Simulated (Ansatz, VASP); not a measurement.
**As: VASP beside Ansatz**

Contents of INCAR:

```
SYSTEM = As
PREC = Accurate ; ENCUT = 600
EDIFF = 1E-6 ; ISMEAR = 0
SIGMA = 0.1 ; LREAL = .FALSE.
LASPH = .TRUE. ; NELM = 80
ALGO = Normal ; ISIF = 3
LWAVE = .FALSE. ; LCHARG = .FALSE.
GGA = PE ; IBRION = 2
NSW = 90 ; EDIFFG = -0.04
```

File KPOINTS:

```
Automatic mesh
0
G
  6 6 4
  0 0 0
```

File POSCAR:

```
As
1.0
    3.1753557800      0.0000000000      0.0000000000
   -1.5876778900      2.7499387700      0.0000000000
    0.0000000000      0.0000000000      4.9192359100
As
2
Direct
    0.0000000000      0.0000000000      0.7686851900
    0.0000000000      0.0000000000      0.2313148100
```

Input for Ansatz:

```yaml
crystal:
  lattice:
    - [3.17535578, 0.0, 0.0]
    - [-1.58767789, 2.74993877, 0.0]
    - [0.0, 0.0, 4.91923591]
  atoms:
    - { symbol: As, position: [0.0, 0.0, 0.76868519] }
    - { symbol: As, position: [0.0, 0.0, 0.23131481] }
basis:
  ecutwfc: 420
kpoints:
  mp_grid: { grid: [6, 6, 4] }
hamiltonian:
  xc: pbe
scf:
  occupations: { method: gaussian, width: 0.1 }
  lower_state_search: "off"
output:
  forces: true
  stress: true
  eigenvalues: true
relax:
  adjacent_minimum: "off"
  f_tol: 0.04
  max_steps: 70
  cell: { stress_tol: 0.4 }
```

Alike in both runs: task relaxation of cell and atoms; functional PBE; k mesh 6 × 6 × 4; occupations gaussian, width 0.1 eV; no spin polarisation.

|  | VASP | Ansatz |
| --- | --- | --- |
| version | VASP 6.6.1 | Ansatz 0.2.0 |
| potentials or method | VASP PAW PBE potentials, release 64 (As), cutoff 600 eV | scalar-relativistic, plane waves, PAW |
| valence electrons in the cell | 10 | 30 |

|  | VASP | Ansatz | Ansatz less VASP |
| --- | --- | --- | --- |
| gap on the k mesh at the Fermi level, each at its own relaxed structure (eV) | none | none | - |
| relaxed volume (Å³/atom) | 19.85 | 19.80 | -0.054 |
| relaxed cell length with the largest relative difference (Å) | 2.913 | 2.910 | -0.0035 |

A gap of «none» marks a metal or a gap that the smearing closes. VASP's potentials hold 10 valence electrons a cell and Ansatz's 30, so a difference there can come from the potentials and not from the codes.

The k mesh is coarse, so the values compare programs but aren't converged.
